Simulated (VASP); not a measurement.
Set up this calculation in VASP 6.6.1, as the native input.

```yaml
Task: single point
Functional: PBE
Potentials_or_basis: VASP PAW PBE potentials, release 64 (Ti_sv, C)
Cutoff: 520 eV
k_mesh: 1 × 1 × 17
Occupations: gaussian, width 0.05 eV
Spin: collinear spin, ferromagnetic start
Starting_moments: "[1.5, 0.5] μB"
Dipole_correction: no
Further_INCAR_settings: ALGO = Normal; EDIFF = 1e-06; NBANDS = 19
```

The structure of TiC lies in POSCAR:

```
TiC
1.0
    9.0000000000      0.0000000000      0.0000000000
    0.0000000000      9.3000000000      0.0000000000
    0.0000000000      0.0000000000      3.8995393260
Ti C
1 1
Direct
    0.5000000000      0.5000000000      0.0000000000
    0.5000000000      0.5000000000      0.4650000000
```

These files were run (other wordings do the same):

INCAR

```
SYSTEM = TiC
PREC = Accurate
ENCUT = 520
EDIFF = 1E-6
ISMEAR = 0
SIGMA = 0.05
LREAL = .False.
LASPH = .True.
NELM = 150
ALGO = Normal
ISIF = 2
LWAVE = .False.
LCHARG = .False.
ISPIN = 2
MAGMOM = 1.5 0.5
LORBIT = 11
LMAXMIX = 4
GGA = PE
NBANDS = 19
```

KPOINTS

```
regular mesh
0
Gamma
  1 1 17
  0 0 0
```

Potentials or basis: VASP PAW PBE potentials, release 64 (Ti_sv, C).

Launch:

```bash
$ cat potpaw_PBE.64/Ti_sv/POTCAR potpaw_PBE.64/C/POTCAR > POTCAR
$ mpirun -np 1 vasp_std > vasp.out
```

It gave:

```json
{
 "Largest force": "0.087 eV/Å",
 "Net moment": "0.59 μB per cell",
 "Site moments": "Ti +0.45; C -0.01 μB",
 "Valence electrons inside the program's atomic spheres": "Ti 10.33; C 2.31"
}
```

Run time: 4.1 min on 1 thread of AMD EPYC 7R43 64-Core Processor (Zen 3) (shared host), peak memory 0.46 GiB.
